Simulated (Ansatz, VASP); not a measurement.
**Two plane-wave programs on Ge**

INCAR

```
SYSTEM = Ge
PREC = Accurate ; ENCUT = 520
EDIFF = 1E-8 ; ISMEAR = -1
SIGMA = 0.05 ; LREAL = .FALSE.
LASPH = .TRUE. ; NELM = 60
ALGO = Normal ; ISIF = 2
LWAVE = .FALSE. ; LCHARG = .FALSE.
GGA = PE ; LEFG = .TRUE.
NBANDS = 21
```

Contents of KPOINTS:

```
Automatic mesh
0
G
  10 10 10
  0 0 0
```

POSCAR

```
Ge
1.0
    0.1131508000      2.8853454000      2.8853454000
    2.8853454000      0.1131508000      2.8853454000
    2.8853454000      2.8853454000      0.1131508000
Ge
2
Direct
    0.5000000000      0.5000000000      0.5000000000
    0.7500000000      0.7500000000      0.7500000000
```

Input for Ansatz:

```yaml
crystal:
  lattice:
    - [0.1131508, 2.8853454, 2.8853454]
    - [2.8853454, 0.1131508, 2.8853454]
    - [2.8853454, 2.8853454, 0.1131508]
  atoms:
    - { symbol: Ge, position: [0.5, 0.5, 0.5] }
    - { symbol: Ge, position: [0.75, 0.75, 0.75] }
kpoints:
  mp_grid: { grid: [10, 10, 10] }
scf:
  occupations: { method: fermi_dirac, width: 0.05 }
hamiltonian:
  xc: pbe
  pseudopotentials: { kind: paw }
output:
  forces: true
  stress: true
  eigenvalues: true
  efg: { contact_densities: true }
```

Change from the starting cell: equal xy, yz and zx shear strains of +4 %, PAW files.

Alike in both runs: task electric field gradients; functional PBE; k mesh 10 × 10 × 10; occupations fermi-dirac, width 0.05 eV; no spin polarisation.

|  | VASP | Ansatz |
| --- | --- | --- |
| version | VASP 6.6.1 | Ansatz 0.2.0 |
| potentials or method | VASP PAW PBE potentials, release 64 (Ge_d) | PAW with Ansatz's default frozen-core files, scalar-relativistic |
| plane-wave cutoff (eV) | 520 | 420 |
| valence electrons in the cell | 28 | 28 |

|  | VASP | Ansatz | Ansatz less VASP |
| --- | --- | --- | --- |
| pressure (GPa) | 4.1 | 4.2 | +0.06 |
| traceless stress, the component that is largest in VASP (GPa) | -3.16 | -3.16 | -0.006 |
| rms of the force components (eV/Å) | 0.301 | 0.303 | +0.0020 |
| size of Vzz on the site where it differs most (V/Å²) | 37.7 | 37.7 | -0.02 |

Atom by atom the forces differ by 0.002 eV/Å (rms over components). With one functional, cell and mesh, what is left measures potentials, basis and numerics.
